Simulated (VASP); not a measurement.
Runs of VASP 6.6.1 on BAs3. The cell holds an amorphous packing of atoms, 20 atoms: a = 7.116 Å, b = 7.459 Å, c = 7.561 Å, α = 89.01°, β = 91.18°, γ = 88.09°. 

```tsv
task	cell	k mesh	cutoff (eV)	smearing	gap on the mesh (eV)	pressure (GPa)	largest force (eV/Å)
single point	as given	3 × 3 × 3	520	fermi-dirac 0.3447 eV	none	4.0	(c)
single point	as given	1 × 1 × 1, shifted	520	fermi-dirac 0.3447 eV	0.27	(b)	6.78
single point	as given	1 × 1 × 1, shifted	520	fermi-dirac 0.2482 eV	0.22	(a)	5.29
single point	as given	1 × 1 × 1, shifted	520	fermi-dirac 0.05 eV	0.34	1.4	1.57
relaxation of cell and atoms	relaxed	2 × 2 × 2, shifted	600	gaussian 0.1 eV	0.28	0.0	0.04
```

Alike in all rows: level PBE; potentials or basis VASP PAW PBE potentials, release 64 (B, As); no spin polarisation.

Problem. Fill in the values left out.

Solution. (a) 5.2; (b) 3.9; (c) 6.48.

Caveats: some runs use coarse meshes.

A k mesh can miss the band edges, and the runs leave out spin-orbit coupling on As.

A gap of «none» marks levels without a gap at the run's occupations.
